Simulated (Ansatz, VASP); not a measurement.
**ZnS: VASP beside Ansatz**

Contents of INCAR:

```
PREC = Accurate
ENCUT = 600
EDIFF = 1E-7
ISMEAR = -1
SIGMA = 0.05
LREAL = F
LASPH = T
NELM = 60
ALGO = Normal
ISIF = 3
LWAVE = F
LCHARG = F
GGA = RP
IBRION = 2
NSW = 60
EDIFFG = -0.01
```

Contents of KPOINTS:

```
Automatic mesh
0
Gamma
  8 8 3
```

Contents of POSCAR:

```
ZnS
1.0
    3.8227000000      0.0000000000      0.0000000000
   -1.9113500000      3.3105553110      0.0000000000
    0.0000000000      0.0000000000     12.5200000000
Zn S
4 4
Direct
    0.6666666667      0.3333333333      0.7500000000
    0.3333333333      0.6666666667      0.2500000000
    0.0000000000      0.0000000000      0.5000000000
    0.0000000000      0.0000000000      0.0000000000
    0.6666666667      0.3333333333      0.9375000000
    0.3333333333      0.6666666667      0.4375000000
    0.0000000000      0.0000000000      0.6875000000
    0.0000000000      0.0000000000      0.1875000000
```

File input.yaml:

```yaml
crystal:
  lattice:
    - [3.8227, 0.0, 0.0]
    - [-1.91135, 3.310555311, 0.0]
    - [0.0, 0.0, 12.52]
  atoms:
    - { symbol: Zn, position: [0.6666666667, 0.3333333333, 0.75] }
    - { symbol: Zn, position: [0.3333333333, 0.6666666667, 0.25] }
    - { symbol: Zn, position: [0.0, 0.0, 0.5] }
    - { symbol: Zn, position: [0.0, 0.0, 0.0] }
    - { symbol: S, position: [0.6666666667, 0.3333333333, 0.9375] }
    - { symbol: S, position: [0.3333333333, 0.6666666667, 0.4375] }
    - { symbol: S, position: [0.0, 0.0, 0.6875] }
    - { symbol: S, position: [0.0, 0.0, 0.1875] }
hamiltonian:
  xc: rpbe
  pseudopotentials: { kind: paw }
kpoints:
  mp_grid: { grid: [8, 8, 3] }
scf:
  occupations: { method: fermi_dirac, width: 0.05 }
output:
  forces: true
  stress: true
  eigenvalues: true
relax:
  f_tol: 0.01
  max_steps: 40
  cell: { stress_tol: 0.05 }
```

Alike in both runs: task relaxation of cell and atoms; functional RPBE; k mesh 8 × 8 × 3; occupations fermi-dirac, width 0.05 eV; no spin polarisation.

|  | VASP | Ansatz |
| --- | --- | --- |
| version | VASP 6.6.1 | Ansatz 0.2.0 |
| potentials or method | VASP PAW PBE potentials, release 64 (Zn, S) | Ansatz PAW |
| plane-wave cutoff (eV) | 600 | 420 |
| valence electrons in the cell | 72 | 72 |

```csv
,VASP,Ansatz,Ansatz less VASP
"gap on the k mesh at the Fermi level, each at its own relaxed structure (eV)",2.05,2.06,+0.008
relaxed volume (Å³/atom),20.97,20.94,-0.033
relaxed length of the cell vector where the two differ most in proportion (Å),3.898,3.896,-0.0022
```

VASP's potentials were made for PBE, not for RPBE.

Noted on Ansatz's run: odd divisions of the mesh miss points on the zone boundary, where band edges often lie, so the gap on the mesh can be too wide; the plane-wave basis is chosen anew once the cell has moved, so the energies of steps on either side of that aren't comparable.
